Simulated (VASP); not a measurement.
# Nb (Im-3m) in VASP: further runs

Runs on Nb. Level: PBEsol. Tasks: single point, relaxation of cell and atoms.

All numbers are computed with VASP 6.6.1; they aren't measurements. Logs are shortened: lines on timing, memory, paths and dates and some standing lists are left out, and cuts for length are marked.

## Step 1: The cell of the first run

It takes space group Im-3m (No. 229, cubic). The conventional cell has a = 3.268 Å, b = 3.268 Å, c = 3.268 Å, α = 90.00°, β = 90.00°, γ = 90.00°. Within 3.7 Å of Nb (site symmetry m-3m) lie 14 Nb at 2.83 to 3.27 Å.

## Step 2: Single point, PBEsol

Input file INCAR:

```
PREC     = Accurate       # precision mode
ENCUT    = 520            # plane-wave cutoff, eV
EDIFF    = 1E-6           # SCF threshold, eV
ISMEAR   = 1              # smearing method
SIGMA    = 0.05           # smearing width, eV
LREAL    = F              # projectors in reciprocal space
LASPH    = T              # aspherical terms in the spheres
NELM     = 100            # most SCF steps
ALGO     = Normal         # electronic algorithm
ISIF     = 2              # what is computed and relaxed
LWAVE    = F              # write WAVECAR
LCHARG   = T              # write CHGCAR
GGA      = PS             # functional
LELF     = T              # ELF
LVHAR    = T            
NBANDS   = 12             # bands
```

Input file KPOINTS:

```
Automatic mesh
0
Gamma
  9 9 9
```

Input file POSCAR:

```
Nb
1.0
   -1.6341262994      1.6341262994      1.6341262994
    1.6341262994     -1.6341262994      1.6341262994
    1.6341262994      1.6341262994     -1.6341262994
Nb
1
Direct
    0.0000000000      0.0000000000      0.0000000000
```

Potentials or basis: VASP PAW PBE potentials, release 64 (Nb_sv).

Run with:

```
$ cat potpaw_PBE.64/Nb_sv/POTCAR > POTCAR
$ mpirun -np 1 vasp_std > vasp.out
```

OUTCAR:

```text
PREC = Accurate
   ENCUT = 520
   EDIFF = 1E-6
   ISMEAR = 1
   LREAL = F
   LASPH = T
   NELM = 100
   ISIF = 2
   GGA = PS

 ion  position               nearest neighbor table
   1  0.000  0.000  0.000-

  LATTYP: Found a body centered cubic cell.
 ALAT       =     3.2682525988

  Lattice vectors:

 A1 = (  -1.6341262994,   1.6341262994,   1.6341262994)
 A2 = (   1.6341262994,  -1.6341262994,   1.6341262994)
 A3 = (   1.6341262994,   1.6341262994,  -1.6341262994)

Analysis of symmetry for initial positions (statically):
=====================================================================
 Subroutine PRICEL returns:
 Original cell was already a primitive cell.

 Routine SETGRP: Setting up the symmetry group for a
 body centered cubic supercell.

 Subroutine GETGRP returns: Found 48 space group operations
 (whereof 48 operations were pure point group operations)
 out of a pool of 48 trial point group operations.

The static configuration has the point symmetry O_h .

Analysis of symmetry for dynamics (positions and initial velocities):
=====================================================================
 Subroutine PRICEL returns:
 Original cell was already a primitive cell.

 Routine SETGRP: Setting up the symmetry group for a
 body centered cubic supercell.

 Subroutine GETGRP returns: Found 48 space group operations
 (whereof 48 operations were pure point group operations)
 out of a pool of 48 trial point group operations.

The dynamic configuration has the point symmetry O_h .

 Subroutine INISYM returns: Found 48 space group operations
 (whereof 48 operations are pure point group operations),
 and found     1 'primitive' translations

----------------------------------------------------------------------------------------

                                     Primitive cell

  volume of cell :      17.4549

  direct lattice vectors                    reciprocal lattice vectors
    -1.634126299  1.634126299  1.634126299     0.000000000  0.305973902  0.305973902
     1.634126299 -1.634126299  1.634126299     0.305973902  0.000000000  0.305973902
     1.634126299  1.634126299 -1.634126299     0.305973902  0.305973902  0.000000000

  length of vectors
     2.830389777  2.830389777  2.830389777     0.432712442  0.432712442  0.432712442

  position of ions in fractional coordinates (direct lattice)
     0.000000000  0.000000000  0.000000000

  ion indices of the primitive-cell ions
   primitive index   ion index
                 1           1

----------------------------------------------------------------------------------------

 KPOINTS: Automatic mesh

Automatic generation of k-mesh.
 Grid dimensions read from file:
 generate k-points for:    9    9    9

 Generating k-lattice:

  Cartesian coordinates                     Fractional coordinates (reciprocal lattice)
     0.000000000  0.033997100  0.033997100     0.111111111  0.000000000  0.000000000
     0.033997100  0.000000000  0.033997100     0.000000000  0.111111111  0.000000000
     0.033997100  0.033997100  0.000000000     0.000000000  0.000000000  0.111111111

  Length of vectors
     0.048079160  0.048079160  0.048079160

  Shift w.r.t. Gamma in fractional coordinates (k-lattice)
     0.000000000  0.000000000  0.000000000

 Subroutine IBZKPT returns following result:
 ===========================================

 Found     35 irreducible k-points:

 Following reciprocal coordinates:
            Coordinates               Weight
  0.000000  0.000000  0.000000      1.000000
  0.111111  0.000000  0.000000     12.000000
  0.222222  0.000000  0.000000     12.000000
  0.333333  0.000000  0.000000     12.000000
  0.444444  0.000000  0.000000     12.000000
  0.111111  0.111111  0.000000     24.000000
[... 16 lines left out ...]
 -0.333333  0.444444  0.111111     48.000000
 -0.444444 -0.444444  0.111111     24.000000
 [... further k-points ...]
   k-points           NKPTS =     35   k-points in BZ     NKDIM =     35   number of bands    NBANDS=     12
   number of dos      NEDOS =    301   number of ions     NIONS =      1
   total plane-waves  NPLWV =  13824
   dimension x,y,z NGX =    24 NGY =   24 NGZ =   24
   dimension x,y,z NGXF=    48 NGYF=   48 NGZF=   48
   ions per type =               1
   NGX,Y,Z   is equivalent  to a cutoff of  14.10, 14.10, 14.10 a.u.
   NGXF,Y,Z  is equivalent  to a cutoff of  28.19, 28.19, 28.19 a.u.
 SYSTEM =  unknown system
   PREC   = accura    normal or accurate (medium, high low for compatibility)
   ISTART =      0    job   : 0-new  1-cont  2-samecut
   ICHARG =      2    charge: 1-file 2-atom 10-const
   ISPIN  =      1    spin polarized calculation?
   LNONCOLLINEAR =      F non collinear calculations
   LSORBIT =      F    spin-orbit coupling
   LASPH  =      T    aspherical Exc in radial PAW
   ENCUT  =  520.0 eV  38.22 Ry    6.18 a.u.   5.26  5.26  5.26*2*pi/ulx,y,z
   NELM   =    100;   NELMIN=  2; NELMDL= -5     # of ELM steps
   EDIFF  = 0.1E-05   stopping-criterion for ELM
   LREAL  =      F    real-space projection
   EDIFFG = 0.1E-04   stopping-criterion for IOM
   NSW    =      0    number of steps for IOM
   IBRION =     -1    ionic relax: 0-MD 1-quasi-New 2-CG
   NFREE  =      0    steps in history (QN), initial steepest desc. (CG)
   ISIF   =      2    stress and relaxation
   ISYM   =      2    0-nonsym 1-usesym 2-fastsym
   POTIM  = 0.5000    time-step for ionic-motion
   TEBEG  =    0.0;   TEEND  =   0.0 temperature during run
   PSTRESS=    0.0 pullay stress
   NELECT =      13.0000    total number of electrons
   NUPDOWN=      -1.0000    fix difference up-down
   EMIN   =  10.00;   EMAX   =-10.00  energy-range for DOS
   EFERMI =   0.00;   METHOD = LEGACY
   ISMEAR =     1;   SIGMA  =   0.05  broadening in eV -4-tet -1-fermi 0-gaus
   EFERMI_NEDOS =   21; number of points for ismear=-14 and -15
   IALGO  =     38    algorithm
   IMIX   =      4    mixing-type and parameters
     AMIX     =   0.40;   BMIX     =  1.00
     AMIX_MAG =   1.60;   BMIX_MAG =  1.00
  volume/ion in A,a.u.               =      17.45       117.79
  Fermi-wavevector in a.u.,A,eV,Ry     =   1.483942  2.804244 29.961180  2.202085
  Thomas-Fermi vector in A             =   2.597541
   LORBIT       =      0    0 simple, 1 ext, 2 COOP (PROOUT), +10 PAW based schemes
   GGA     = PS    functional components
   LHFCALC =     F    Hartree Fock is set to
   AEXX    =    0.0000 exact exchange contribution
   IVDW    =     0    specifies the selected vdW correction
   LEPSILON=     F    determine dielectric tensor
   LRPA    =     F    only Hartree local field effects (RPA)
 non-spin polarized calculation
 Methfessel and Paxton  Order N= 1 SIGMA  =   0.05
  energy-cutoff  :      520.00
  volume of cell :       17.45
 maximum number of plane-waves:       479
 NGX is ok and might be reduce to    24
   NGX = 11   NGY = 11   NGZ = 11

 number of electron      13.0000001 magnetization

 Free energy of the ion-electron system (eV)
  ---------------------------------------------------
  ext. energy  EPLUGINS =         0.00000000
  ---------------------------------------------------
  free energy    TOTEN  =       -10.96221527 eV

  energy without entropy =      -10.96138304  energy(sigma->0) =      -10.96193786

 E-fermi :  11.4956     XC(G=0): -12.7919

 val. band max:       11.4694066969   @ k =  -0.2222   0.3333   0.1111
 cond. band min:      11.5084192995   @ k =   0.3333   0.2222   0.0000
 fundamental gap:      0.0390126026
 Fermi energy:        11.4955805055

 k-point     1 :       0.0000    0.0000    0.0000
  band No.  band energies     occupation
      1     -42.7345      2.00000
      2     -17.9790      2.00000
      3     -17.9790      2.00000
      4     -17.9790      2.00000
      5       5.4601      2.00000
      6      11.8485     -0.00000
      7      11.8485     -0.00000
      8      11.8485     -0.00000
      9      14.8645      0.00000
     10      14.8645      0.00000
     11      25.7852      0.00000
     12      25.7852      0.00000

 k-point     2 :       0.1111    0.0000    0.0000
  band No.  band energies     occupation
      1     -42.7023      2.00000
      2     -18.1695      2.00000
      3     -18.0365      2.00000
      4     -17.9808      2.00000
      5       5.9750      2.00000
      6      11.5343      0.03386
      7      11.7478     -0.00000
      8      12.3548     -0.00000
      9      14.4498      0.00000
     10      14.8697      0.00000
     11      26.1807      0.00000
     12      26.6846      0.00000

 k-point     3 :       0.2222    0.0000    0.0000
  band No.  band energies     occupation
      1     -42.6201      2.00000
      2     -18.6333      2.00000
      3     -18.1794      2.00000
      4     -17.9854      2.00000
      5       7.1691      2.00000
      6      10.8381      2.00000
      7      11.3929      2.01341
      8      13.7950      0.00000
      9      14.2588      0.00000
     10      14.9687      0.00000
     11      26.2945      0.00000
     12      28.0504      0.00000

 k-point     4 :       0.3333    0.0000    0.0000
  band No.  band energies     occupation
      1     -42.5249      2.00000
      2     -19.1334      2.00000
      3     -18.3375      2.00000
      4     -17.9908      2.00000
      5       7.8157      2.00000
      6      10.1688      2.00000
      7      11.9608     -0.00000
      8      14.6848      0.00000
      9      15.2524      0.00000
     10      15.8867      0.00000
     11      24.7663      0.00000
     12      26.2994      0.00000

 k-point     5 :       0.4444    0.0000    0.0000
  band No.  band energies     occupation
      1     -42.4618      2.00000
      2     -19.4463      2.00000
      3     -18.4383      2.00000
      4     -17.9945      2.00000
      5       7.6600      2.00000
      6       9.7821      2.00000
      7      13.5545      0.00000
      8      14.9565      0.00000
      9      15.5747      0.00000
     10      17.8289      0.00000
     11      23.3981      0.00000
     12      24.3405      0.00000
[... 228 lines left out ...]
      1     -42.5091      2.00000
      2     -18.9355      2.00000
      3     -18.4219      2.00000
      4     -18.2086      2.00000
      5       8.6025      2.00000
      6      10.4729      2.00000
      7      11.4694      1.76544
      8      12.9884      0.00000
      9      15.0448      0.00000
     10      16.2643      0.00000
     11      25.7734      0.00000
     12      28.4596      0.00000

 k-point    22 :      -0.4444    0.4444    0.1111
  band No.  band energies     occupation
      1     -42.4390      2.00000
      2     -19.3944      2.00000
      3     -18.5060      2.00000
      4     -18.1212      2.00000
      5       8.0668      2.00000
      6      10.3154      2.00000
      7      11.9702     -0.00000
      8      14.0527      0.00000
      9      17.1295      0.00000
     10      17.7128      0.00000
     11      23.9933      0.00000
     12      25.2084      0.00000

 k-point    23 :      -0.3333    0.4444    0.1111
  band No.  band energies     occupation
      1     -42.4353      2.00000
      2     -19.2191      2.00000
      3     -18.6112      2.00000
      4     -18.2188      2.00000
      5       8.8218      2.00000
      6      10.2344      2.00000
      7      11.2672      2.00000
      8      13.7251      0.00000
      9      16.0587      0.00000
     10      18.1619      0.00000
     11      24.4778      0.00000
     12      26.9153      0.00000

 k-point    24 :      -0.4444   -0.4444    0.1111
  band No.  band energies     occupation
      1     -42.4059      2.00000
      2     -19.3308      2.00000
      3     -18.6874      2.00000
      4     -18.2180      2.00000
      5       8.6207      2.00000
      6      10.5785      2.00000
      7      11.0203      2.00000
      8      13.8466      0.00000
      9      16.8662      0.00000
     10      19.8439      0.00000
     11      23.1233      0.00000
     12      25.7244      0.00000

 [... further k-points ...]

------------------------ aborting loop because EDIFF is reached ----------------------------------------

  FORCE on cell =-STRESS in cart. coord.  units (eV):
  Direction    XX          YY          ZZ          XY          YZ          ZX
  --------------------------------------------------------------------------------------
  -------------------------------------------------------------------------------------
  Total       -0.0321227     -0.0321227     -0.0321227      0.0000000      0.0000000     -0.0000000
  in kB       -2.9485284     -2.9485284     -2.9485284      0.0000000      0.0000000     -0.0000000
  external PRESSURE =      -2.9485284 kB  Pullay stress =       0.0000000 kB

 VOLUME and BASIS-vectors are now :
 -----------------------------------------------------------------------------
  energy-cutoff  :      520.00
  volume of cell :       17.45
      direct lattice vectors                 reciprocal lattice vectors
    -1.634126299  1.634126299  1.634126299     0.000000000  0.305973902  0.305973902
     1.634126299 -1.634126299  1.634126299     0.305973902  0.000000000  0.305973902
     1.634126299  1.634126299 -1.634126299     0.305973902  0.305973902  0.000000000

 POSITION                                       TOTAL-FORCE (eV/Angst)
 -----------------------------------------------------------------------------------
      0.00000      0.00000      0.00000        -0.000000      0.000000     -0.000000
 -----------------------------------------------------------------------------------
    total drift:                                0.000000      0.000000      0.000000

  FREE ENERGIE OF THE ION-ELECTRON SYSTEM (eV)
  ---------------------------------------------------
  free  energy   TOTEN  =       -10.9622152692 eV

  energy  without entropy=      -10.9613830443  energy(sigma->0) =      -10.96193786
```

It took 10 s on 1 thread of Intel Xeon 8259CL, shared host; peak memory 0.14 GiB.

Results:

```
Free energy : -10.9622 eV
Pressure    : -0.3 GPa
```

Levels at points of the mesh, in eV from the Fermi level:
```csv
k point,band 4,band 5,band 6,band 7,band 8,band 9
"(0.00, 0.00, 0.00)",-29.47,-6.04,0.35,0.35,0.35,3.37
```

Caveat: the PAW data sets were made with another functional, which shifts forces and pressure a little.

(Part 1 of 2 ends here.)
